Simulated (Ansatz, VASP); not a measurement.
## One calculation of HgTe, two programs

```
Te Hg
1.0
     4.60452    0.00000    0.00000
     0.00000    4.60452    0.00000
     0.00000    0.00000   26.39560
Te Hg
4 4
Cartesian
  2.3023 0.0000 7.5000
  0.0000 2.3023 10.7559
  2.3023 0.0000 14.0118
  0.0000 2.3023 17.2677
  2.3023 2.3023 9.1279
  0.0000 0.0000 12.3838
  2.3023 2.3023 15.6397
  0.0000 0.0000 18.8956
```

Alike in both runs: task single point; functional PBEsol; k mesh 8 × 8 × 1; occupations gaussian, width 0.1 eV; no spin polarisation.

```csv
,VASP,Ansatz
version,VASP 6.6.1,Ansatz 0.2.0
potentials or method,"VASP PAW PBE potentials, release 64 (Te, Hg), cutoff 520 eV","scalar-relativistic, plane waves, PAW"
valence electrons in the cell,72,144
```

|  | VASP | Ansatz | Ansatz less VASP |
| --- | --- | --- | --- |
| gap on the k mesh at the Fermi level (eV) | none | none | - |
| rms of the force components (eV/Å) | 0.179 | 0.180 | +0.0015 |

VASP's potentials were made for PBE, not for PBEsol. A gap of «none» marks a metal or a gap that the smearing closes. With one functional, cell and mesh, what is left measures potentials, basis and numerics. VASP's potentials hold 72 valence electrons a cell and Ansatz's 144, so a difference there can come from the potentials and not from the codes. Ansatz's warnings: xc potential rough in thin density.

Spin-orbit coupling is off throughout.
